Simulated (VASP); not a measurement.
NiMoIrPdW, 5 atoms in the cell. The structure is monoclinic, space group Cm (No. 8). Conventional cell: a = 4.720 Å, b = 2.882 Å, c = 11.218 Å, α = 90.00°, β = 101.20°, γ = 90.00°. Ni (site symmetry m) has 3 Ir at 2.61 to 2.63 Å and 3 Pd at 2.69 Å and 6 Ni at 2.77 to 2.88 Å within 3.4 Å. Mo (site symmetry m) has 3 Ir at 2.69 to 2.70 Å and 6 Mo at 2.77 to 2.88 Å and 4 W at 2.80 to 3.47 Å within 3.6 Å. Pd (site symmetry m) has 3 Ni at 2.69 Å and 3 W at 2.76 to 2.77 Å and 6 Pd at 2.77 to 2.88 Å within 3.5 Å. Within 3.4 Å of Ir (site symmetry m) lie 3 Ni at 2.61 to 2.63 Å and 3 Mo at 2.69 to 2.70 Å and 6 Ir at 2.77 to 2.88 Å. W (site symmetry m) has 3 Pd at 2.76 to 2.77 Å and 6 W at 2.77 to 2.88 Å and 4 Mo at 2.80 to 3.47 Å within 3.6 Å. 

| Item | Value |
| --- | --- |
| Program | VASP 6.6.1 |
| Task | single point |
| Functional | PBE |
| Potentials or basis | VASP PAW PBE potentials, release 64 (Ni, Mo_sv, Pd, Ir, W_sv) |
| Cutoff | 520 eV |
| k mesh | 11 × 11 × 3 |
| Occupations | fermi-dirac, width 0.05 eV |
| Spin | collinear spin, ferromagnetic start |
| Starting moments | [1.0, 1.0, 0.0, 0.6, 0.0] μB |
| Dipole correction | no |
| Further INCAR settings | ALGO = Fast; EDIFF = 1e-06; NBANDS = 40 |

Potentials or basis: VASP PAW PBE potentials, release 64 (Ni, Mo_sv, Pd, Ir, W_sv).

Launch:

```sh
$ cat potpaw_PBE.64/Ni/POTCAR potpaw_PBE.64/Mo_sv/POTCAR potpaw_PBE.64/Pd/POTCAR potpaw_PBE.64/Ir/POTCAR potpaw_PBE.64/W_sv/POTCAR > POTCAR
$ mpirun -np 1 vasp_std > vasp.out
```

Hardware: 1 thread of Oxide Virtual Turin-like Processor, on a shared host.

Problem. Estimate the wall time of this run.

Solution. Wall time 32 min on 1 thread of Oxide Virtual Turin-like Processor, with other jobs on the host, peak memory 0.62 GiB. Counts: scf iterations 26, k points 102.
